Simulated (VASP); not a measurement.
# MgB2 (P6/mmm) in VASP: further runs, part 2 of 2

VASP 6.6.1.

**3. Vibrations by perturbation theory, PBE**

Input file INCAR:

```
SYSTEM = MgB2
PREC     = Accurate       ! precision mode
ENCUT    = 520            ! plane-wave cutoff, eV
EDIFF    = 1E-8           ! SCF threshold, eV
ISMEAR   = -1             ! smearing method
SIGMA    = 0.15           ! smearing width, eV
LREAL    = .False.        ! projectors in reciprocal space
LASPH    = .True.         ! aspherical terms in the spheres
NELM     = 80             ! most SCF steps
ALGO     = Normal         ! electronic algorithm
ISIF     = 2              ! what is computed and relaxed
LWAVE    = .False.        ! write WAVECAR
LCHARG   = .False.        ! write CHGCAR
GGA      = PE             ! functional
IBRION   = 8              ! ionic algorithm
NSW      = 1              ! ionic steps
```

Input file KPOINTS:

```
regular mesh
0
Gamma
  15 15 12
  0 0 0
```

Input file POSCAR:

```
MgB2
1.0
    3.0754729983      0.0000000000      0.0000000000
   -1.5377364991      2.6634377452      0.0000000000
    0.0000000000      0.0000000000      3.5258527714
Mg B
1 2
Direct
    0.0000000000      0.0000000000      0.0000000000
    0.3333333333      0.6666666667      0.5000000000
    0.6666666667      0.3333333333      0.5000000000
```

Potentials or basis: VASP PAW PBE potentials, release 64 (Mg, B).

Run with:

```bash
cat potpaw_PBE.64/Mg/POTCAR potpaw_PBE.64/B/POTCAR > POTCAR
mpirun -np 1 vasp_std > vasp.out
```

OUTCAR:

```text
SYSTEM = MgB2
   PREC = Accurate
   ENCUT = 520
   EDIFF = 1E-8
   ISMEAR = -1
   LREAL = .False.
   LASPH = .True.
   NELM = 80
   ISIF = 2
   GGA = PE
   IBRION = 8
   NSW = 1

 ion  position               nearest neighbor table
   1  0.000  0.000  0.000-   2 2.50   3 2.50   2 2.50   3 2.50   2 2.50   2 2.50   3 2.50   3 2.50
                             3 2.50   3 2.50   2 2.50   2 2.50
   2  0.333  0.667  0.500-   3 1.78   3 1.78   3 1.78   1 2.50   1 2.50   1 2.50   1 2.50   1 2.50
                             1 2.50
   3  0.667  0.333  0.500-   2 1.78   2 1.78   2 1.78   1 2.50   1 2.50   1 2.50   1 2.50   1 2.50
                             1 2.50

  LATTYP: Found a hexagonal cell.
 ALAT       =     3.0754729983
 C/A-ratio  =     1.1464424410

  Lattice vectors:

 A1 = (   3.0754729983,   0.0000000000,   0.0000000000)
 A2 = (  -1.5377364991,   2.6634377452,   0.0000000000)
 A3 = (   0.0000000000,   0.0000000000,   3.5258527714)

Analysis of symmetry for initial positions (statically):
=====================================================================
 Subroutine PRICEL returns:
 Original cell was already a primitive cell.

 Routine SETGRP: Setting up the symmetry group for a
 hexagonal supercell.

 Subroutine GETGRP returns: Found 24 space group operations
 (whereof 24 operations were pure point group operations)
 out of a pool of 24 trial point group operations.

The static configuration has the point symmetry D_6h.

[... 471 lines left out ...]

--------------------------------------- Ionic step        4  -------------------------------------------

------------------------ aborting loop because EDIFF is reached ----------------------------------------
[... 11 lines left out ...]
[... ionic steps 8 to 8 ...]

--------------------------------------- Ionic step        9  -------------------------------------------

 Free energy of the ion-electron system (eV)
  ---------------------------------------------------
  ---------------------------------------------------
  free energy    TOTEN  =        -0.04193236 eV

  energy without entropy =       -0.04193236

------------------------ aborting loop because EDIFF is reached ----------------------------------------

 INTERNAL STRAIN TENSOR  FOR ION    2  DIRECTION 3   (eV/Angst):
 -----------------------------------------------------------------------------
     0.00376  0.00000  0.00000
    -0.00000  0.00376  0.00000
     0.00000  0.00000 -0.01085

 INTERNAL STRAIN TENSOR FOR ION    3 for displacements in x,y,z  (eV/Angst):
          X           Y           Z          XY          YZ          ZX
  --------------------------------------------------------------------------------
  x     0.00000    -0.00000    -0.00000     2.99007     0.00000     0.00000
  y     2.99007    -2.99007     0.00000    -0.00000     0.00000     0.00000
  z     0.00000     0.00000     0.00000     0.00000     0.00000     0.00000

 SECOND DERIVATIVES (NOT SYMMETRIZED)
 ------------------------------------
               1X          1Y          1Z          2X          2Y          2Z          3X          3Y          3Z
  1X    -4.623249   -0.000000    0.000000    2.311624    0.000000    0.000000    2.311624    0.000000    0.000000
  1Y    -0.000000   -4.623249    0.000000    0.000000    2.311624    0.000000    0.000000    2.311624    0.000000
  1Z     0.000000    0.000000   -6.670818   -0.000000    0.000000    3.335409   -0.000000    0.000000    3.335409
  2X     2.319116    0.000000    0.000000   -7.984813   -0.000000    0.000000    5.665698    0.000000    0.000000
  2Y     0.000000    2.319116    0.000000   -0.000000   -7.984813    0.000000    0.000000    5.665698    0.000000
  2Z     0.000000    0.000000    3.335158    0.000000   -0.000000  -10.996424   -0.000000   -0.000000    7.661266
  3X     2.319116    0.000000    0.000000    5.665698    0.000000    0.000000   -7.984813   -0.000000    0.000000
  3Y     0.000000    2.319116    0.000000    0.000000    5.665698    0.000000   -0.000000   -7.984813    0.000000
  3Z     0.000000    0.000000    3.335158   -0.000000   -0.000000    7.661266    0.000000   -0.000000  -10.996424

 Eigenvectors and eigenvalues of the dynamical matrix
 ----------------------------------------------------

   1 f  =   20.537460 THz   129.040665 2PiTHz  685.055916 cm-1    84.936070 meV
             X         Y         Z           dx          dy          dz
      0.000000  0.000000  0.000000    -0.000000    0.000000   -0.000000
     -0.000000  1.775625  1.762926    -0.000000    0.000000   -0.707107
      1.537736  0.887813  1.762926     0.000000   -0.000000    0.707107
[... 43 lines left out ...]
   9 f/i=    0.008030 THz     0.050456 2PiTHz    0.267861 cm-1     0.033211 meV
             X         Y         Z           dx          dy          dz
      0.000000  0.000000  0.000000    -0.221296    0.693573   -0.000000
     -0.000000  1.775625  1.762926    -0.147352    0.461822   -0.000000
      1.537736  0.887813  1.762926    -0.147352    0.461822   -0.000000

--------------------------------------------------------------------------------------------------------

 ELASTIC MODULI CONTR FROM IONIC RELAXATION (kBar)
 Direction    XX          YY          ZZ          XY          YZ          ZX
 --------------------------------------------------------------------------------
 XX         -72.6667     72.6667      0.0000     -0.0000      0.0000      0.0000
 YY          72.6667    -72.6667      0.0000     -0.0000      0.0000      0.0000
 ZZ           0.0000      0.0000     -0.0000      0.0000      0.0000      0.0000
 XY          -0.0000     -0.0000      0.0000    -72.6667      0.0000      0.0000
 YZ           0.0000      0.0000      0.0000      0.0000      0.0000      0.0000
 ZX           0.0000      0.0000      0.0000      0.0000      0.0000      0.0000
 --------------------------------------------------------------------------------
```

OSZICAR:

```text
N       E                     dE             d eps       ncg     rms          rms(c)
DAV:   1     0.629836008679E+01    0.62984E+01   -0.40008E+03  3184   0.846E+02
DAV:   2    -0.167633434058E+02   -0.23062E+02   -0.22229E+02  4456   0.112E+02
[... 63 lines left out ...]
RMM:   6    -0.419404190619E-01   -0.22073E-05   -0.16849E-07  7850   0.298E-03    0.853E-04
RMM:   7    -0.419318851725E-01    0.85339E-05   -0.20598E-08  7302   0.122E-03    0.553E-05
RMM:   8    -0.419324376554E-01   -0.55248E-06    0.13349E-10  8096   0.125E-04    0.272E-05
RMM:   9    -0.419323748314E-01    0.62824E-07   -0.20931E-09  7872   0.507E-05    0.200E-06
RMM:  10    -0.419323587451E-01    0.16086E-07   -0.34259E-09  7770   0.224E-05    0.839E-07
RMM:  11    -0.419323631032E-01   -0.43580E-08   -0.42123E-09  5969   0.197E-05    0.709E-08
 Linear response finished
```

stdout:

```text
POSCAR found type information on POSCAR MgB
 POSCAR found :  2 types and       3 ions
 scaLAPACK will be used
 LDA part: xc-table for (Slater+PW92), standard interpolation
 POSCAR, INCAR and KPOINTS ok, starting setup
 FFT: planning ... GRIDC
 FFT: planning ... GRID_SOFT
 FFT: planning ... GRID
 WAVECAR not read
 entering main loop
 Linear response reoptimize wavefunctions to high precision
 Linear response DOF=           4
 Linear response progress:
 first order change of Fermi-energy   0.30265E-04
 force on displaced ion       1 direction 1 :  -4.623  -0.000   0.000
 Linear response progress:
 first order change of Fermi-energy   0.14477E-03
 force on displaced ion       1 direction 3 :   0.000   0.000  -6.671
 Linear response progress:
 first order change of Fermi-energy  -0.37503E-04
 force on displaced ion       2 direction 1 :  -7.985   0.001   0.000
 Linear response progress:
 first order change of Fermi-energy   0.61144E-04
 force on displaced ion       2 direction 3 :  -0.000  -0.000 -10.996
 Linear response finished
```

Wall time 8.2 min (1 thread of Intel Xeon 8259CL, shared host); peak memory 0.6 GiB.

What came out:

| Property | Result |
| --- | --- |
| Highest phonon frequency at Γ, LO-TO splitting left out | 685 cm⁻¹ |

Phonon frequencies in cm⁻¹ (negative: imaginary):
```
              q point                    frequencies
(0.000, 0.000, 0.000)  0 0 0 332 332 398 586 586 685
```
